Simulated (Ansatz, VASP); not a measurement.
One calculation of MgO, two programs

INCAR

```
ALGO = Normal
EDIFF = 1E-6
ENCUT = 840
GGA = PE
GGA_COMPAT = False
ISIF = 2
ISMEAR = -1
LASPH = True
LCHARG = False
LREAL = False
LWAVE = False
NBANDS = 15
NELM = 120
PREC = Accurate
SIGMA = 0.05
```

Contents of KPOINTS:

```
k-points
0
Gamma
  9 9 9
```

Contents of POSCAR:

```
MgO
1.0
    0.0000000000      2.1285000000      2.1285000000
    2.1285000000      0.0000000000      2.1285000000
    2.1285000000      2.1285000000      0.0000000000
Mg O
1 1
Direct
    0.0000000000      0.0000000000      0.0000000000
    0.5000000000      0.5000000000      0.5000000000
```

Input for Ansatz:

```yaml
crystal:
  lattice:
    - [0.0, 2.1285, 2.1285]
    - [2.1285, 0.0, 2.1285]
    - [2.1285, 2.1285, 0.0]
  atoms:
    - { symbol: Mg, position: [0.0, 0.0, 0.0] }
    - { symbol: O, position: [0.5, 0.5, 0.5] }
hamiltonian:
  xc: pbe
  pseudopotentials: { kind: paw }
basis:
  ecutwfc: 420
kpoints:
  mp_grid: { grid: [9, 9, 9] }
scf:
  occupations: { method: fermi_dirac, width: 0.05 }
  lower_state_search: "off"
  algorithm: density_mixing
  max_iter: 80
  mixing: { algorithm: anderson, ndim: 1, beta: 0.7, preconditioner: kerker }
output:
  forces: true
  stress: true
```

Alike in both runs: task single point; functional PBE; k mesh 9 × 9 × 9; occupations fermi-dirac, width 0.05 eV; no spin polarisation.

|  | VASP | Ansatz |
| --- | --- | --- |
| version | VASP 6.6.1 | Ansatz 0.2.0 |
| potentials or method | VASP PAW PBE potentials, release 64 (Mg_sv, O), cutoff 840 eV | PAW, plane waves, scalar-relativistic |
| valence electrons in the cell | 16 | 16 |

```csv
,VASP,Ansatz,Ansatz less VASP
pressure (GPa),-0.3,-0.3,-0.04
```
